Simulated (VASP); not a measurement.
# Nb in VASP: notebook

Runs on Nb. Level: PBEsol. Tasks: single point.

Program: VASP 6.6.1. These are calculated values, not measurements. Logs are shortened: lines on timing, memory, paths and dates and some standing lists are left out, and cuts for length are marked.

### Step 1. The cell of the first run

Symmetry: R-3m, No. 166, trigonal system. The conventional cell has a = 3.021 Å, b = 3.021 Å, c = 7.180 Å, α = 90.00°, β = 90.00°, γ = 120.00°. Within 3.9 Å of Nb (site symmetry -3m) lie 12 Nb at 2.96 to 3.02 Å.

### Step 2. Single point, PBEsol (equal xy, yz and zx shear strains of -2 %)

File INCAR:

```
SYSTEM = Nb
  PREC = Accurate
  ENCUT = 520
  EDIFF = 1E-6
  ISMEAR = -1
  SIGMA = 0.08
  LREAL = .FALSE.
  LASPH = .TRUE.
  NELM = 60
  ALGO = Normal
  ISIF = 2
  LWAVE = .FALSE.
  LCHARG = .FALSE.
  GGA = PS
  NBANDS = 12
```

File KPOINTS:

```
regular mesh
0
G
  13 13 13
  0 0 0
```

File POSCAR:

```
Nb
1.0
   -0.0423000000      2.0938500000      2.0938500000
    2.0938500000     -0.0423000000      2.0938500000
    2.0938500000      2.0938500000     -0.0423000000
Nb
1
Direct
    0.0000000000      0.0000000000      0.0000000000
```

Potentials or basis: VASP PAW PBE potentials, release 64 (Nb_sv).

The run is started by

```sh
$ cat potpaw_PBE.64/Nb_sv/POTCAR > POTCAR
$ mpirun -np 1 vasp_std > vasp.out
```

OUTCAR:

```text
SYSTEM = Nb
   PREC = Accurate
   ENCUT = 520
   EDIFF = 1E-6
   ISMEAR = -1
   LREAL = .FALSE.
   LASPH = .TRUE.
   NELM = 60
   ISIF = 2
   GGA = PS

 ion  position               nearest neighbor table
   1  0.000  0.000  0.000-

  LATTYP: Found a trigonal (rhomboedric) cell.
 ALAT       =     2.9614531796
 COS(alpha) =     0.4797000918

  Lattice vectors:

 A1 = (  -0.0423000000,   2.0938500000,   2.0938500000)
 A2 = (   2.0938500000,  -0.0423000000,   2.0938500000)
 A3 = (   2.0938500000,   2.0938500000,  -0.0423000000)

Analysis of symmetry for initial positions (statically):
=====================================================================
 Subroutine PRICEL returns:
 Original cell was already a primitive cell.

 Routine SETGRP: Setting up the symmetry group for a
 trigonal (rhombohedral) supercell.

 Subroutine GETGRP returns: Found 12 space group operations
 (whereof 12 operations were pure point group operations)
 out of a pool of 12 trial point group operations.

The static configuration has the point symmetry D_3d.

Analysis of symmetry for dynamics (positions and initial velocities):
=====================================================================
 Subroutine PRICEL returns:
 Original cell was already a primitive cell.

 Routine SETGRP: Setting up the symmetry group for a
 trigonal (rhombohedral) supercell.

 Subroutine GETGRP returns: Found 12 space group operations
 (whereof 12 operations were pure point group operations)
 out of a pool of 12 trial point group operations.

The dynamic configuration has the point symmetry D_3d.

 Subroutine INISYM returns: Found 12 space group operations
 (whereof 12 operations are pure point group operations),
 and found     1 'primitive' translations

----------------------------------------------------------------------------------------

                                     Primitive cell

  volume of cell :      18.9160

  direct lattice vectors                    reciprocal lattice vectors
    -0.042300000  2.093850000  2.093850000    -0.231677532  0.236454388  0.236454388
     2.093850000 -0.042300000  2.093850000     0.236454388 -0.231677532  0.236454388
     2.093850000  2.093850000 -0.042300000     0.236454388  0.236454388 -0.231677532

  length of vectors
     2.961453180  2.961453180  2.961453180     0.406811792  0.406811792  0.406811792

  position of ions in fractional coordinates (direct lattice)
     0.000000000  0.000000000  0.000000000

  ion indices of the primitive-cell ions
   primitive index   ion index
                 1           1

----------------------------------------------------------------------------------------

 KPOINTS: regular mesh

Automatic generation of k-mesh.
 Grid dimensions read from file:
 generate k-points for:   13   13   13

 Generating k-lattice:

  Cartesian coordinates                     Fractional coordinates (reciprocal lattice)
    -0.017821349  0.018188799  0.018188799     0.076923077  0.000000000 -0.000000000
     0.018188799 -0.017821349  0.018188799     0.000000000  0.076923077 -0.000000000
     0.018188799  0.018188799 -0.017821349     0.000000000  0.000000000  0.076923077

  Length of vectors
     0.031293215  0.031293215  0.031293215

  Shift w.r.t. Gamma in fractional coordinates (k-lattice)
     0.000000000  0.000000000  0.000000000

 Subroutine IBZKPT returns following result:
 ===========================================

 Found    231 irreducible k-points:

 Following reciprocal coordinates:
            Coordinates               Weight
  0.000000  0.000000  0.000000      1.000000
  0.076923  0.000000  0.000000      6.000000
  0.153846 -0.000000  0.000000      6.000000
  0.230769 -0.000000  0.000000      6.000000
  0.307692 -0.000000  0.000000      6.000000
  0.384615  0.000000  0.000000      6.000000
[... 16 lines left out ...]
  0.384615  0.153846  0.000000     12.000000
  0.461538  0.153846  0.000000     12.000000
 [... further k-points ...]
   k-points           NKPTS =    231   k-points in BZ     NKDIM =    231   number of bands    NBANDS=     12
   number of dos      NEDOS =    301   number of ions     NIONS =      1
   total plane-waves  NPLWV =  13824
   dimension x,y,z NGX =    24 NGY =   24 NGZ =   24
   dimension x,y,z NGXF=    48 NGYF=   48 NGZF=   48
   ions per type =               1
   NGX,Y,Z   is equivalent  to a cutoff of  13.47, 13.47, 13.47 a.u.
   NGXF,Y,Z  is equivalent  to a cutoff of  26.95, 26.95, 26.95 a.u.
 SYSTEM =  Nb
   PREC   = accura    normal or accurate (medium, high low for compatibility)
   ISTART =      0    job   : 0-new  1-cont  2-samecut
   ICHARG =      2    charge: 1-file 2-atom 10-const
   ISPIN  =      1    spin polarized calculation?
   LNONCOLLINEAR =      F non collinear calculations
   LSORBIT =      F    spin-orbit coupling
   LASPH  =      T    aspherical Exc in radial PAW
   ENCUT  =  520.0 eV  38.22 Ry    6.18 a.u.   5.51  5.51  5.51*2*pi/ulx,y,z
   NELM   =     60;   NELMIN=  2; NELMDL= -5     # of ELM steps
   EDIFF  = 0.1E-05   stopping-criterion for ELM
   LREAL  =      F    real-space projection
   EDIFFG = 0.1E-04   stopping-criterion for IOM
   NSW    =      0    number of steps for IOM
   IBRION =     -1    ionic relax: 0-MD 1-quasi-New 2-CG
   NFREE  =      0    steps in history (QN), initial steepest desc. (CG)
   ISIF   =      2    stress and relaxation
   ISYM   =      2    0-nonsym 1-usesym 2-fastsym
   POTIM  = 0.5000    time-step for ionic-motion
   TEBEG  =    0.0;   TEEND  =   0.0 temperature during run
   PSTRESS=    0.0 pullay stress
   NELECT =      13.0000    total number of electrons
   NUPDOWN=      -1.0000    fix difference up-down
   EMIN   =  10.00;   EMAX   =-10.00  energy-range for DOS
   EFERMI =   0.00;   METHOD = LEGACY
   ISMEAR =    -1;   SIGMA  =   0.08  broadening in eV -4-tet -1-fermi 0-gaus
   EFERMI_NEDOS =   21; number of points for ismear=-14 and -15
   IALGO  =     38    algorithm
   IMIX   =      4    mixing-type and parameters
     AMIX     =   0.40;   BMIX     =  1.00
     AMIX_MAG =   1.60;   BMIX_MAG =  1.00
  volume/ion in A,a.u.               =      18.92       127.65
  Fermi-wavevector in a.u.,A,eV,Ry     =   1.444705  2.730097 28.397723  2.087174
  Thomas-Fermi vector in A             =   2.562970
   LORBIT       =      0    0 simple, 1 ext, 2 COOP (PROOUT), +10 PAW based schemes
   GGA     = PS    functional components
   LHFCALC =     F    Hartree Fock is set to
   AEXX    =    0.0000 exact exchange contribution
   IVDW    =     0    specifies the selected vdW correction
   LEPSILON=     F    determine dielectric tensor
   LRPA    =     F    only Hartree local field effects (RPA)
 non-spin polarized calculation
  energy-cutoff  :      520.00
  volume of cell :       18.92
 maximum number of plane-waves:       531
 NGX is ok and might be reduce to    24
   NGX = 11   NGY = 11   NGZ = 11

 number of electron      13.0000000 magnetization

 Free energy of the ion-electron system (eV)
  ---------------------------------------------------
  ext. energy  EPLUGINS =         0.00000000
  ---------------------------------------------------
  free energy    TOTEN  =       -10.60610851 eV

  energy without entropy =      -10.57226553  energy(sigma->0) =      -10.58918702

 E-fermi :  10.6979     XC(G=0): -12.3786

 val. band max:       10.6972652591   @ k =   0.3846   0.2308   0.2308
 cond. band min:      10.6990921724   @ k =  -0.4615   0.4615   0.4615
 fundamental gap:      0.0018269133
 Fermi energy:        10.6979436765

 k-point     1 :       0.0000    0.0000    0.0000
  band No.  band energies     occupation
      1     -43.9754      2.00000
      2     -19.4206      2.00000
      3     -19.4206      2.00000
      4     -19.3440      2.00000
      5       4.4927      2.00000
      6      10.6708      1.16785
      7      10.6708      1.16785
      8      11.1456      0.00740
      9      13.4121      0.00000
     10      13.4121      0.00000
     11      22.5449      0.00000
     12      27.0254      0.00000

 k-point     2 :       0.0769    0.0000    0.0000
  band No.  band energies     occupation
      1     -43.9652      2.00000
      2     -19.4856      2.00000
      3     -19.4280      2.00000
      4     -19.3583      2.00000
      5       4.7078      2.00000
      6      10.5437      1.74614
      7      10.7551      0.65711
      8      11.2172      0.00303
      9      13.3290      0.00000
     10      13.3376      0.00000
     11      22.9686      0.00000
     12      26.2570      0.00000

 k-point     3 :       0.1538   -0.0000    0.0000
  band No.  band energies     occupation
      1     -43.9366      2.00000
      2     -19.6737      2.00000
      3     -19.4486      2.00000
      4     -19.3870      2.00000
      5       5.3003      2.00000
      6      10.2195      1.99496
      7      10.9326      0.10108
      8      11.4125      0.00026
      9      13.2052      0.00000
     10      13.2383      0.00000
     11      23.9265      0.00000
     12      24.9790      0.00000

 k-point     4 :       0.2308   -0.0000    0.0000
  band No.  band energies     occupation
      1     -43.8960      2.00000
      2     -19.9356      2.00000
      3     -19.4774      2.00000
      4     -19.4233      2.00000
      5       6.0831      2.00000
      6       9.9859      1.99973
      7      10.9885      0.05155
      8      11.4780      0.00012
      9      13.3473      0.00000
     10      13.4487      0.00000
     11      23.2743      0.00000
     12      25.4922      0.00000

 k-point     5 :       0.3077   -0.0000    0.0000
  band No.  band energies     occupation
      1     -43.8525      2.00000
      2     -20.2060      2.00000
      3     -19.5077      2.00000
      4     -19.4609      2.00000
      5       6.6939      2.00000
      6      10.2348      1.99390
      7      10.8251      0.33880
      8      11.3005      0.00107
      9      13.8899      0.00000
     10      14.0898      0.00000
     11      22.2300      0.00000
     12      25.2793      0.00000
[... 228 lines left out ...]
      1     -43.8904      2.00000
      2     -19.8321      2.00000
      3     -19.5464      2.00000
      4     -19.4983      2.00000
      5       6.2002      2.00000
      6       9.4491      2.00000
      7      11.3220      0.00082
      8      11.9788      0.00000
      9      12.2928      0.00000
     10      13.9857      0.00000
     11      25.2803      0.00000
     12      25.8810      0.00000

 k-point    22 :       0.3077    0.1538   -0.0000
  band No.  band energies     occupation
      1     -43.8515      2.00000
      2     -20.0625      2.00000
      3     -19.5813      2.00000
      4     -19.5369      2.00000
      5       6.9183      2.00000
      6       9.2496      2.00000
      7      10.7912      0.47507
      8      12.0140      0.00000
      9      13.2093      0.00000
     10      14.4578      0.00000
     11      24.0627      0.00000
     12      26.4637      0.00000

 k-point    23 :       0.3846    0.1538    0.0000
  band No.  band energies     occupation
      1     -43.8138      2.00000
      2     -20.2761      2.00000
      3     -19.6271      2.00000
      4     -19.5663      2.00000
      5       7.3919      2.00000
      6       9.4602      2.00000
      7      10.4040      1.95049
      8      11.8337      0.00000
      9      14.4245      0.00000
     10      15.0971      0.00000
     11      22.7415      0.00000
     12      25.2378      0.00000

 k-point    24 :       0.4615    0.1538    0.0000
  band No.  band energies     occupation
      1     -43.7860      2.00000
      2     -20.4254      2.00000
      3     -19.6767      2.00000
      4     -19.5774      2.00000
      5       7.5240      2.00000
      6       9.6605      2.00000
      7      10.6160      1.47170
      8      11.6117      0.00002
      9      15.4085      0.00000
     10      15.8259      0.00000
     11      21.2842      0.00000
     12      24.2069      0.00000

 [... further k-points ...]

------------------------ aborting loop because EDIFF is reached ----------------------------------------

  FORCE on cell =-STRESS in cart. coord.  units (eV):
  Direction    XX          YY          ZZ          XY          YZ          ZX
  --------------------------------------------------------------------------------------
  -------------------------------------------------------------------------------------
  Total       -0.8266344     -0.8266344     -0.8266344     -0.0815174     -0.0815174     -0.0815174
  in kB      -70.0154898    -70.0154898    -70.0154898     -6.9044760     -6.9044760     -6.9044760
  external PRESSURE =     -70.0154898 kB  Pullay stress =       0.0000000 kB

 VOLUME and BASIS-vectors are now :
 -----------------------------------------------------------------------------
  energy-cutoff  :      520.00
  volume of cell :       18.92
      direct lattice vectors                 reciprocal lattice vectors
    -0.042300000  2.093850000  2.093850000    -0.231677532  0.236454388  0.236454388
     2.093850000 -0.042300000  2.093850000     0.236454388 -0.231677532  0.236454388
     2.093850000  2.093850000 -0.042300000     0.236454388  0.236454388 -0.231677532

 POSITION                                       TOTAL-FORCE (eV/Angst)
 -----------------------------------------------------------------------------------
      0.00000      0.00000      0.00000         0.000000     -0.000000      0.000000
 -----------------------------------------------------------------------------------
    total drift:                                0.000000     -0.000000     -0.000000

  FREE ENERGIE OF THE ION-ELECTRON SYSTEM (eV)
  ---------------------------------------------------
  free  energy   TOTEN  =       -10.6061085122 eV

  energy  without entropy=      -10.5722655340  energy(sigma->0) =      -10.58918702
```

Wall time 16 s (1 thread of Intel Xeon 6975P-C (Granite Rapids), shared host); peak memory 0.17 GiB.

What came out:

```
Free energy : -10.6061 eV
Pressure    : -7.0 GPa
```

Caveat: the cell differs from its parent crystal (equal xy, yz and zx shear strains of -2 %); the PAW data sets were made with another functional, which shifts forces and pressure a little.

### Step 3. Single point, PBEsol (equal xy, yz and zx shear strains of +1 %)

File INCAR:

```
PREC     = Accurate       # precision mode
ENCUT    = 520            # plane-wave cutoff, eV
EDIFF    = 1E-6           # SCF threshold, eV
ISMEAR   = -1             # smearing method
SIGMA    = 0.08           # smearing width, eV
LREAL    = F              # projectors in reciprocal space
LASPH    = T              # aspherical terms in the spheres
NELM     = 60             # most SCF steps
ALGO     = Normal         # electronic algorithm
ISIF     = 2              # what is computed and relaxed
LWAVE    = F              # write WAVECAR
LCHARG   = F              # write CHGCAR
GGA      = PS             # functional
NBANDS   = 12             # bands
```

File KPOINTS:

```
regular mesh
0
Gamma
  13 13 13
```

File POSCAR:

```
Nb
1.0
    0.0211500000      2.1255750000      2.1255750000
    2.1255750000      0.0211500000      2.1255750000
    2.1255750000      2.1255750000      0.0211500000
Nb
1
Direct
    0.0000000000      0.0000000000      0.0000000000
```

Potentials or basis: VASP PAW PBE potentials, release 64 (Nb_sv).

The run is started by

```sh
$ cat potpaw_PBE.64/Nb_sv/POTCAR > POTCAR
$ mpirun -np 1 vasp_std > vasp.out
```

It took 16 s on 1 thread of Intel Xeon 6975P-C (Granite Rapids), shared host; peak memory 0.17 GiB.

The run converged. Its results:

- Free energy: -10.6040 eV
- Pressure: -6.9 GPa

Stress tensor (GPa, compression positive):
```
-6.92  0.47  0.47
 0.47 -6.92  0.47
 0.47  0.47 -6.92
```

Levels at points of the mesh, in eV from the Fermi level:
| k point | band 3 | band 4 | band 5 | band 6 | band 7 | band 8 | band 9 | band 10 |
| --- | --- | --- | --- | --- | --- | --- | --- | --- |
| (0.00, 0.00, 0.00) | -30.09 | -30.09 | -6.21 | -0.02 | 0.20 | 0.20 | 2.69 | 2.69 |

Caveat: the cell differs from its parent crystal (equal xy, yz and zx shear strains of +1 %); the PAW data sets were made with another functional, which shifts forces and pressure a little.

### Step 4. Single point, PBEsol (equal xy, yz and zx shear strains of +3 %)

File INCAR:

```
SYSTEM = Nb
ALGO = Normal ; EDIFF = 1E-6
ENCUT = 520 ; GGA = PS
ISIF = 2 ; ISMEAR = -1
LASPH = .TRUE. ; LCHARG = .FALSE.
LREAL = .FALSE. ; LWAVE = .FALSE.
NBANDS = 12 ; NELM = 100
PREC = Accurate ; SIGMA = 0.08
```

File KPOINTS:

```
k-points
0
G
  13 13 13
  0 0 0
```

File POSCAR:

```
Nb
1.0
    0.0634500000      2.1467250000      2.1467250000
    2.1467250000      0.0634500000      2.1467250000
    2.1467250000      2.1467250000      0.0634500000
Nb
1
Direct
    0.0000000000      0.0000000000      0.0000000000
```

The run is started by

```sh
$ cat potpaw_PBE.64/Nb_sv/POTCAR > POTCAR
$ mpirun -np 1 vasp_std > vasp.out
```

Wall time 15 s (1 thread of Intel Xeon 6975P-C (Granite Rapids), shared host); peak memory 0.18 GiB.

Results (log left out):

```
Free energy : -10.6102 eV
Pressure    : -6.9 GPa
```

Stress tensor (GPa, compression positive):
```
-6.95  1.08  1.08
 1.08 -6.95  1.08
 1.08  1.08 -6.95
```

Levels at points of the mesh, in eV from the Fermi level:
```
           k point  band 2  band 3  band 4  band 5  band 6  band 7  band 8  band 9  band 10  band 11
(0.00, 0.00, 0.00)  -30.17  -30.05  -30.05   -6.21   -0.31    0.33    0.33    2.73     2.73    11.83
```

Caveat: the cell differs from its parent crystal (equal xy, yz and zx shear strains of +3 %); the PAW data sets were made with another functional, which shifts forces and pressure a little.

[end of part 1 of 2]
